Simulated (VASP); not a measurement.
# Zn (P6_3/mmc) in VASP: further runs

Zn is run at these levels: PBE; tasks: relaxation of shape and atoms at fixed volume.

All numbers are computed with VASP 6.6.1; they aren't measurements. Logs are shortened: lines on timing, memory, paths and dates and some standing lists are left out, and cuts for length are marked.

## 1. The cell of the first run

It takes space group P6_3/mmc (No. 194, hexagonal). The conventional cell has a = 2.674 Å, b = 2.674 Å, c = 5.250 Å, α = 90.00°, β = 90.00°, γ = 120.00°. Zn (site symmetry -6m2) has 12 Zn at 2.67 to 3.05 Å within 3.5 Å.

## 2. Relaxation of shape and atoms at fixed volume, PBE (16.26 Å³/atom)

The input, INCAR:

```
SYSTEM = Zn
PREC = Accurate ; ENCUT = 600
EDIFF = 1E-6 ; ISMEAR = 0
SIGMA = 0.1 ; LREAL = .FALSE.
LASPH = .TRUE. ; NELM = 100
ALGO = Fast ; ISIF = 4
LWAVE = .FALSE. ; LCHARG = .FALSE.
GGA = PE ; IBRION = 2
NSW = 50 ; EDIFFG = -0.01
```

The input, KPOINTS:

```
Automatic mesh
0
G
  18 18 8
  0 0 0
```

The input, POSCAR:

```
Zn
1.0
    2.6742409068      0.0000000000      0.0000000000
   -1.3371204534      2.3159605611      0.0000000000
    0.0000000000      0.0000000000      5.2503078113
Zn
2
Direct
    0.3333333333      0.6666666667      0.2500000000
    0.6666666667      0.3333333333      0.7500000000
```

Potentials or basis: VASP PAW PBE potentials, release 64 (Zn).

Command:

```bash
cat potpaw_PBE.64/Zn/POTCAR > POTCAR
mpirun -np 1 vasp_std > vasp.out
```

OUTCAR:

```text
SYSTEM = Zn
   PREC = Accurate
   ENCUT = 600
   EDIFF = 1E-6
   ISMEAR = 0
   LREAL = .FALSE.
   LASPH = .TRUE.
   NELM = 100
   ISIF = 4
   GGA = PE
   IBRION = 2
   NSW = 50
   EDIFFG = -0.01

 ion  position               nearest neighbor table
   1  0.333  0.667  0.250-   2 3.05   2 3.05   2 3.05   2 3.05   2 3.05   2 3.05
   2  0.667  0.333  0.750-   1 3.05   1 3.05   1 3.05   1 3.05   1 3.05   1 3.05

  LATTYP: Found a hexagonal cell.
 ALAT       =     2.6742409068
 C/A-ratio  =     1.9632890208

  Lattice vectors:

 A1 = (   2.6742409068,   0.0000000000,   0.0000000000)
 A2 = (  -1.3371204534,   2.3159605611,   0.0000000000)
 A3 = (   0.0000000000,   0.0000000000,   5.2503078113)

Analysis of symmetry for initial positions (statically):
=====================================================================
 Subroutine PRICEL returns:
 Original cell was already a primitive cell.

 Routine SETGRP: Setting up the symmetry group for a
 hexagonal supercell.

 Subroutine GETGRP returns: Found 24 space group operations
 (whereof 12 operations were pure point group operations)
 out of a pool of 24 trial point group operations.

The static configuration has the point symmetry D_3d.
 The point group associated with its full space group is D_6h.

Analysis of symmetry for dynamics (positions and initial velocities):
=====================================================================
 Subroutine PRICEL returns:
 Original cell was already a primitive cell.

 Routine SETGRP: Setting up the symmetry group for a
 hexagonal supercell.

 Subroutine GETGRP returns: Found 24 space group operations
 (whereof 12 operations were pure point group operations)
 out of a pool of 24 trial point group operations.

The dynamic configuration has the point symmetry D_3d.
 The point group associated with its full space group is D_6h.

 Subroutine INISYM returns: Found 24 space group operations
 (whereof 12 operations are pure point group operations),
 and found     1 'primitive' translations

----------------------------------------------------------------------------------------

                                     Primitive cell

  volume of cell :      32.5174

  direct lattice vectors                    reciprocal lattice vectors
[... 97 lines left out ...]
   PSTRESS=    0.0 pullay stress
   NELECT =      24.0000    total number of electrons
   NUPDOWN=      -1.0000    fix difference up-down
   EMIN   =  10.00;   EMAX   =-10.00  energy-range for DOS
   EFERMI =   0.00;   METHOD = LEGACY
   ISMEAR =     0;   SIGMA  =   0.10  broadening in eV -4-tet -1-fermi 0-gaus
   EFERMI_NEDOS =   21; number of points for ismear=-14 and -15
   IALGO  =     68    algorithm
   IMIX   =      4    mixing-type and parameters
     AMIX     =   0.40;   BMIX     =  1.00
     AMIX_MAG =   1.60;   BMIX_MAG =  1.00
  volume/ion in A,a.u.               =      16.26       109.72
  Fermi-wavevector in a.u.,A,eV,Ry     =   1.479471  2.795795 29.780896  2.188834
  Thomas-Fermi vector in A             =   2.593625
   LORBIT       =      0    0 simple, 1 ext, 2 COOP (PROOUT), +10 PAW based schemes
   GGA     = PE    functional components
   LHFCALC =     F    Hartree Fock is set to
   AEXX    =    0.0000 exact exchange contribution
   IVDW    =     0    specifies the selected vdW correction
   LEPSILON=     F    determine dielectric tensor
   LRPA    =     F    only Hartree local field effects (RPA)
 conjugate gradient relaxation of ions
 non-spin polarized calculation
 RMM-DIIS sequential band-by-band and
 Gauss-broadening in eV      SIGMA  =   0.10
  energy-cutoff  :      600.00
  volume of cell :       32.52
 maximum number of plane-waves:      1112
 NGX is ok and might be reduce to    24
   NGX = 11   NGY = 11   NGZ = 21

--------------------------------------- Ionic step        1  -------------------------------------------

 number of electron      24.0000003 magnetization

 Free energy of the ion-electron system (eV)
  ---------------------------------------------------
  ext. energy  EPLUGINS =         0.00000000
  ---------------------------------------------------
  free energy    TOTEN  =        -2.20285304 eV

  energy without entropy =       -2.20117369  energy(sigma->0) =       -2.20201336

------------------------ aborting loop because EDIFF is reached ----------------------------------------

  FORCE on cell =-STRESS in cart. coord.  units (eV):
  Direction    XX          YY          ZZ          XY          YZ          ZX
  --------------------------------------------------------------------------------------
  -------------------------------------------------------------------------------------
  Total       -0.7138307     -0.7138307     -0.5413695      0.0000000      0.0000000      0.0000000
  in kB      -35.1713777    -35.1713777    -26.6739833      0.0000000      0.0000000      0.0000000
  external PRESSURE =     -32.3389129 kB  Pullay stress =       0.0000000 kB
[... 59 lines left out ...]
--------------------------------------- Ionic step        3  -------------------------------------------

 number of electron      23.9999998 magnetization

 Free energy of the ion-electron system (eV)
  ---------------------------------------------------
  ext. energy  EPLUGINS =         0.00000000
  ---------------------------------------------------
  free energy    TOTEN  =        -2.20348206 eV

  energy without entropy =       -2.20188669  energy(sigma->0) =       -2.20268438

 E-fermi :   2.5358     XC(G=0): -11.1882

 val. band max:        2.5310423794   @ k =   0.3889   0.0556   0.0000
 cond. band min:       2.5611593571   @ k =   0.3889   0.2222   0.5000
 fundamental gap:      0.0301169777
 Fermi energy:         2.5357719182

 k-point     1 :       0.0000    0.0000    0.0000
  band No.  band energies     occupation
      1      -7.2697      2.00000
      2      -5.8339      2.00000
      3      -5.1815      2.00000
      4      -4.9207      2.00000
      5      -4.9207      2.00000
      6      -4.8899      2.00000
[... 433 lines left out ...]
      3      -5.2861      2.00000
      4      -4.9488      2.00000
      5      -4.7503      2.00000
      6      -4.7456      2.00000
[... 8 lines left out ...]
     15       7.4387      0.00000
     16       9.3203      0.00000

 [... further k-points ...]

------------------------ aborting loop because EDIFF is reached ----------------------------------------

  FORCE on cell =-STRESS in cart. coord.  units (eV):
  Direction    XX          YY          ZZ          XY          YZ          ZX
  --------------------------------------------------------------------------------------
  -------------------------------------------------------------------------------------
  Total       -0.6132033     -0.6132033     -0.6128233      0.0000000      0.0000000      0.0000000
  in kB      -30.2133318    -30.2133318    -30.1946064      0.0000000      0.0000000      0.0000000
  external PRESSURE =     -30.2070900 kB  Pullay stress =       0.0000000 kB
[... 17 lines left out ...]
  FREE ENERGIE OF THE ION-ELECTRON SYSTEM (eV)
  ---------------------------------------------------
  free  energy   TOTEN  =        -2.2034820634 eV

  energy  without entropy=       -2.2018866931  energy(sigma->0) =       -2.20268438

 reached required accuracy - stopping structural energy minimisation
```

CONTCAR:

```text
Zn
   1.00000000000000
     2.6644367050091726    0.0000000000000000    0.0000000000000000
    -1.3322183525045863    2.3074698732880079   -0.0000000000000000
     0.0000000000000000    0.0000000000000000    5.2890175185678023
  Zn
     2
Direct
     0.3333333332999970    0.6666666667000030    0.2500000000000000
     0.6666666667000030    0.3333333332999970    0.7500000000000000

  0.00000000E+00  0.00000000E+00  0.00000000E+00
  0.00000000E+00  0.00000000E+00  0.00000000E+00
```

Run time: 2.9 min. Hardware: 1 thread of Intel Xeon 8259CL, shared host; peak memory 0.24 GiB.

What came out:

```yaml
Free_energy: -2.2035 eV
Energy_gained_by_relaxing: 0.3 meV/atom
Ionic_steps: 3
Pressure_after_relaxing: -3.0 GPa
Band_gap_on_the_k_mesh: zero (bands 12 and 13 overlap by 5.27 eV)
```

The path:
```
step  energy change (eV)  largest force (eV/Å)  pressure (GPa)  volume (Å³)
   1              0.0000                0.0000           -3.23        32.52
   2             -0.0004                0.0000           -3.03        32.52
   3             -0.0006                0.0000           -3.02        32.52
```

Final structure:
```
Zn
1.0
     2.66444    0.00000    0.00000
    -1.33222    2.30747    0.00000
     0.00000    0.00000    5.28902
Zn
2
Cartesian
  0.0000 1.5383 1.3223
  1.3322 0.7692 3.9668
```

Levels at points of the mesh, in eV from the Fermi level:
```
           k point  band 8  band 9  band 10  band 11  band 12  band 13  band 14  band 15  band 16
(0.00, 0.00, 0.00)   -7.05   -7.05    -6.92    -6.92    -3.68    -3.44    11.09    14.90    18.02
(0.50, 0.00, 0.00)   -6.96   -6.70    -6.69    -2.31    -1.69     2.19     3.49     3.66     5.61
(0.00, 0.00, 0.50)   -7.33   -6.98    -6.98    -6.98    -6.98     3.35     3.35    19.08    19.08
(0.50, 0.00, 0.50)   -6.96   -6.70    -6.70    -1.46    -1.46     0.33     0.33     9.05     9.05
```

## 3. Relaxation of shape and atoms at fixed volume, PBE (16.87 Å³/atom)

This run uses another cell than the first one, of 16.87 Å³/atom.

The input, INCAR:

```
ALGO     = Fast           # electronic algorithm
EDIFF    = 1E-6           # SCF threshold, eV
EDIFFG   = -0.01          # ionic threshold
ENCUT    = 600            # plane-wave cutoff, eV
GGA      = PE             # functional
IBRION   = 2              # ionic algorithm
ISIF     = 4              # what is computed and relaxed
ISMEAR   = 0              # smearing method
LASPH    = T              # aspherical terms in the spheres
LCHARG   = F              # write CHGCAR
LREAL    = F              # projectors in reciprocal space
LWAVE    = F              # write WAVECAR
NELM     = 80             # most SCF steps
NSW      = 50             # ionic steps
PREC     = Accurate       # precision mode
SIGMA    = 0.1            # smearing width, eV
```

The input, KPOINTS:

```
k-points
0
Gamma
  18 18 8
```

The input, POSCAR:

```
Zn
1.0
    2.6947055219      0.0000000000      0.0000000000
   -1.3473527610      2.3336834377      0.0000000000
    0.0000000000      0.0000000000      5.3659919453
Zn
2
Direct
    0.3333333333      0.6666666667      0.2500000000
    0.6666666667      0.3333333333      0.7500000000
```

Potentials or basis: VASP PAW PBE potentials, release 64 (Zn).

Command:

```bash
cat potpaw_PBE.64/Zn/POTCAR > POTCAR
mpirun -np 1 vasp_std > vasp.out
```

OUTCAR:

```text
EDIFF = 1E-6
   EDIFFG = -0.01
   ENCUT = 600
   GGA = PE
   IBRION = 2
   ISIF = 4
   ISMEAR = 0
   LASPH = T
   LREAL = F
   NELM = 80
   NSW = 50
   PREC = Accurate

 ion  position               nearest neighbor table
   1  0.333  0.667  0.250-
   2  0.667  0.333  0.750-

  LATTYP: Found a hexagonal cell.
 ALAT       =     2.6947055219
 C/A-ratio  =     1.9913092179

  Lattice vectors:

 A1 = (   2.6947055219,   0.0000000000,   0.0000000000)
 A2 = (  -1.3473527610,   2.3336834377,   0.0000000000)
 A3 = (   0.0000000000,   0.0000000000,   5.3659919453)

Analysis of symmetry for initial positions (statically):
=====================================================================
 Subroutine PRICEL returns:
 Original cell was already a primitive cell.

 Routine SETGRP: Setting up the symmetry group for a
 hexagonal supercell.

 Subroutine GETGRP returns: Found 24 space group operations
 (whereof 12 operations were pure point group operations)
 out of a pool of 24 trial point group operations.

The static configuration has the point symmetry D_3d.
 The point group associated with its full space group is D_6h.
[... 172 lines left out ...]
  -------------------------------------------------------------------------------------
  Total       -0.9803312     -0.9803312     -0.7487383      0.0000000     -0.0000000      0.0000000
  in kB      -46.5457615    -46.5457615    -35.5498156      0.0000000     -0.0000000      0.0000000
  external PRESSURE =     -42.8804462 kB  Pullay stress =       0.0000000 kB
[... 59 lines left out ...]
--------------------------------------- Ionic step        3  -------------------------------------------

 number of electron      23.9999980 magnetization

 Free energy of the ion-electron system (eV)
  ---------------------------------------------------
  ext. energy  EPLUGINS =         0.00000000
  ---------------------------------------------------
  free energy    TOTEN  =        -2.17509112 eV

  energy without entropy =       -2.17327203  energy(sigma->0) =       -2.17418158

 E-fermi :   2.2875     XC(G=0): -10.9946

 val. band max:        2.2761615195   @ k =   0.3889   0.1111   0.0000
 cond. band min:       2.3096959302   @ k =   0.2778   0.0556   0.0000
 fundamental gap:      0.0335344107
 Fermi energy:         2.2875188762

 k-point     1 :       0.0000    0.0000    0.0000
  band No.  band energies     occupation
      1      -7.2530      2.00000
      2      -5.9680      2.00000
      3      -5.3449      2.00000
      4      -5.0937      2.00000
      5      -5.0937      2.00000
      6      -5.0678      2.00000
[... 433 lines left out ...]
      3      -5.4257      2.00000
      4      -5.1273      2.00000
      5      -4.9190      2.00000
      6      -4.9141      2.00000
[... 8 lines left out ...]
     15       6.9391      0.00000
     16       8.9945      0.00000

 [... further k-points ...]

------------------------ aborting loop because EDIFF is reached ----------------------------------------

  FORCE on cell =-STRESS in cart. coord.  units (eV):
  Direction    XX          YY          ZZ          XY          YZ          ZX
  --------------------------------------------------------------------------------------
  -------------------------------------------------------------------------------------
  Total       -0.9671769     -0.9671769     -0.9415549      0.0000000      0.0000000     -0.0000000
  in kB      -45.9212015    -45.9212015    -44.7046778      0.0000000      0.0000000     -0.0000000
  external PRESSURE =     -45.5156936 kB  Pullay stress =       0.0000000 kB
[... 17 lines left out ...]
  FREE ENERGIE OF THE ION-ELECTRON SYSTEM (eV)
  ---------------------------------------------------
  free  energy   TOTEN  =        -2.1750911227 eV

  energy  without entropy=       -2.1732720336  energy(sigma->0) =       -2.17418158

 reached required accuracy - stopping structural energy minimisation
```

CONTCAR:

```text
Zn
   1.00000000000000
     2.6822424715174615    0.0000000000034066    0.0000000000000000
    -1.3411212358055493    2.3228901194563627   -0.0000000000000000
     0.0000000000000000   -0.0000000000000000    5.4159740031819599
  Zn
     2
Direct
     0.3333333332999970    0.6666666667000030    0.2500000000000000
     0.6666666667000030    0.3333333332999970    0.7500000000000000

  0.00000000E+00  0.00000000E+00  0.00000000E+00
  0.00000000E+00  0.00000000E+00  0.00000000E+00
```

Wall time 3.1 min (1 thread of Intel Xeon 8259CL, shared host); peak memory 0.25 GiB.

What came out:

- Free energy: -2.1751 eV
- Energy gained by relaxing: 0.5 meV/atom
- Ionic steps: 3
- Pressure after relaxing: -4.6 GPa
- Band gap on the k mesh: zero (bands 12 and 13 overlap by 5.07 eV)

Stress tensor (GPa, compression positive):
```
-4.59  0.00  0.00
 0.00 -4.59  0.00
 0.00  0.00 -4.47
```

The path:
| step | energy change (eV) | largest force (eV/Å) | pressure (GPa) | volume (Å³) |
| --- | --- | --- | --- | --- |
| 1 | 0.0000 | 0.0000 | -4.29 | 33.74 |
| 2 | -0.0006 | 0.0000 | -4.56 | 33.74 |
| 3 | -0.0011 | 0.0000 | -4.55 | 33.74 |

Final structure:
```
CELL_PARAMETERS angstrom
2.68224 0.00000 0.00000
-1.34112 2.32289 0.00000
0.00000 0.00000 5.41597
ATOMIC_POSITIONS crystal
Zn 0.33333 0.66667 0.25000
Zn 0.66667 0.33333 0.75000
```

Levels at points of the mesh, in eV from the Fermi level:
| k point | band 10 | band 11 | band 12 | band 13 | band 14 | band 15 |
| --- | --- | --- | --- | --- | --- | --- |
| (0.00, 0.00, 0.00) | -6.87 | -6.87 | -3.85 | -3.31 | 10.36 | 14.15 |
| (0.50, 0.00, 0.00) | -6.65 | -2.15 | -1.59 | 2.02 | 3.23 | 3.66 |
| (0.00, 0.00, 0.50) | -6.92 | -6.92 | -6.92 | 3.02 | 3.02 | 18.85 |
| (0.50, 0.00, 0.50) | -6.65 | -1.33 | -1.33 | 0.32 | 0.32 | 8.68 |

[end of part 1 of 2]
